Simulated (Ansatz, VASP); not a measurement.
KRb2GaF6 in VASP and in Ansatz

```xyz
10
Lattice="0.0000 4.3785 4.3785 4.3785 0.0000 4.3785 4.3785 4.3785 0.0000" Properties=species:S:1:pos:R:3 pbc="T T T"
K     4.3785    4.3785    4.3785
Rb    6.5678    6.5678    6.5678
Rb    2.1893    2.1893    2.1893
Ga    0.0000    0.0000    0.0000
F     4.3785    6.8607    4.3785
F     4.3785    4.3785    1.8964
F     4.3785    4.3785    6.8607
F     1.8964    4.3785    4.3785
F     4.3785    1.8964    4.3785
F     6.8607    4.3785    4.3785
```

Alike in both runs: task single point; functional LDA; k mesh 3 × 3 × 3; no spin polarisation.

|  | VASP | Ansatz |
| --- | --- | --- |
| version | VASP 6.6.1 | Ansatz 0.2.0 |
| potentials or method | VASP PAW LDA potentials, release 64 (K_sv, Rb_sv, Ga_d, F) | plane waves, PAW |
| plane-wave cutoff (eV) | 520 | 420 |
| occupations | gaussian, width 0.01 eV | fixed |
| valence electrons in the cell | 82 | 82 |

|  | VASP | Ansatz | Ansatz less VASP |
| --- | --- | --- | --- |
| gap on the k mesh at the Fermi level (eV) | 5.97 | 5.99 | +0.013 |

LDA's correlation is that of Perdew and Zunger in VASP and of Perdew and Wang (1992) in Ansatz.
